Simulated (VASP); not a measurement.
CdS: single point with PBE0

The system is CdS.

```xyz
2
Lattice="4.2612 0.0000 0.0000 -2.1306 3.6903 0.0000 0.0000 0.0000 5.8042" Properties=species:S:1:pos:R:3 pbc="T T T"
Cd    0.0000    0.0000    2.5695
S     2.1306    1.2301    2.5208
```

| Property | Result |
| --- | --- |
| Program | VASP 6.6.1 |
| Task | single point |
| Functional | PBE0 |
| Potentials or basis | VASP PAW PBE potentials, release 64 (Cd, S) |
| Cutoff | 520 eV |
| k mesh | 4 × 4 × 3 |
| Occupations | gaussian, width 0.05 eV |
| Spin | no spin polarisation |
| Dipole correction | no |
| Grid for exact exchange (PRECFOCK) | Normal |
| Further INCAR settings | ALGO = Normal; EDIFF = 1e-06; NBANDS = 16 |
| Share of exact exchange | 0.25 |

```json
{
 "Pressure": "-0.7 GPa",
 "Largest force": "0.016 eV/Å",
 "Band gap on the k mesh": "3.22 eV"
}
```

Forces on the atoms (eV/Å):
```
Cd   0.000  0.000 -0.016
S    0.000  0.000  0.016
```

Stress tensor (GPa, compression positive):
```
-0.98  0.00  0.00
 0.00 -0.98  0.00
 0.00  0.00 -0.01
```

Levels at points of the mesh, in eV from the valence-band top:
```tsv
k point	band 7	band 8	band 9	band 10	band 11	band 12
(0.00, 0.00, 0.00)	-1.25	0.00	0.00	3.22	7.14	8.83
(0.50, 0.00, 0.00)	-3.83	-1.38	-0.31	5.51	6.91	8.43
```

It took 4 min on 1 thread of Intel(R) Xeon(R) Platinum 8488C (Sapphire Rapids), with other jobs on the host, peak memory 0.22 GiB.

Caveat: the k points lie up to 0.43 Å⁻¹ apart; the PAW data sets were made with another functional, which shifts forces and pressure a little. A k mesh can miss the band edges.
